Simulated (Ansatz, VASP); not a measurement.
**Ge: VASP beside Ansatz**

```
Ge
1.0
     4.12156    0.00000    0.00000
    -2.06078    3.56938    0.00000
     0.00000    0.00000   12.97838
Ge
8
Cartesian
  0.0000 0.0000 5.2063
  0.0000 0.0000 7.7721
  0.0000 0.0000 11.6955
  0.0000 0.0000 1.2829
  0.0000 2.3796 4.4672
  2.0608 1.1898 8.5112
  2.0608 1.1898 10.9564
  0.0000 2.3796 2.0220
```

Alike in both runs: task single point; functional PBE; k mesh 15 × 15 × 4; occupations gaussian, width 0.15 eV; no spin polarisation.

```csv
,VASP,Ansatz
version,VASP 6.6.1,Ansatz 0.2.0
potentials or method,"VASP PAW PBE potentials, release 64 (Ge_d), cutoff 520 eV","scalar-relativistic, plane waves, PAW"
valence electrons in the cell,112,112
```

```tsv
	VASP	Ansatz	Ansatz less VASP
gap on the k mesh at the Fermi level (eV)	none	none	-
pressure (GPa)	0.1	0.2	+0.06
traceless stress, the component that is largest in VASP (GPa)	2.27	2.26	-0.006
rms of the force components (eV/Å)	0.346	0.345	-0.0006
```

Atom by atom the forces differ by 0.001 eV/Å (rms over components). A gap of «none» marks a metal or a gap that the smearing closes.
